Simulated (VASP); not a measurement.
# PbF2: single point with PBE

The system is PbF2.

```xyz
3
Lattice="0.0000 2.9579 2.9579 2.9579 0.0000 2.9579 2.9579 2.9579 0.0000" Properties=species:S:1:pos:R:3 pbc="T T T"
Pb   -0.2218   -0.2218   -0.2218
F     4.6588    4.6588    4.6588
F     1.4790    1.4790    1.4790
```

This cell differs from its parent crystal: shortest bond scaled by 0.7.

```json
{
 "Program": "VASP 6.6.1",
 "Task": "single point",
 "Functional": "PBE",
 "Potentials or basis": "VASP PAW PBE potentials, release 64 (Pb_d, F)",
 "Cutoff": "520 eV",
 "k mesh": "7 × 7 × 7",
 "Occupations": "fermi-dirac, width 0.03 eV",
 "Spin": "no spin polarisation",
 "Dipole correction": "no",
 "Further INCAR settings": "ALGO = Normal; EDIFF = 1e-06; NBANDS = 21"
}
```

```
Pressure               : 25.8 GPa
Largest force          : 10.879 eV/Å
Band gap on the k mesh : 4.04 eV (least direct gap 4.41 eV)
```

Forces in eV/Å, atoms in the order of the input:
```
Pb   6.060  6.060  6.060
F   -6.281 -6.281 -6.281
F    0.221  0.221  0.221
```

Stress tensor (GPa, compression positive):
```
25.81 20.29 20.29
20.29 25.81 20.29
20.29 20.29 25.81
```

Levels at points of the mesh, in eV from the valence-band top:
```csv
k point,band 11,band 12,band 13,band 14,band 15,band 16,band 17,band 18
"(0.00, 0.00, 0.00)",-3.33,-2.90,-2.90,-2.58,6.23,6.23,8.78,9.92
```

Wall time 50 s on 1 thread of Intel Xeon 8259CL, on a shared host, peak memory 0.2 GiB.

Caveat: the cell differs from its parent crystal (shortest bond scaled by 0.7); the cell stands under pressure; spin-orbit coupling is left out, which moves the levels of the heavy elements; an odd mesh through Γ misses points on the zone boundary, where band edges can lie; forces of over 1 eV/Å act on the atoms, so gaps and moduli don't describe the material at rest.
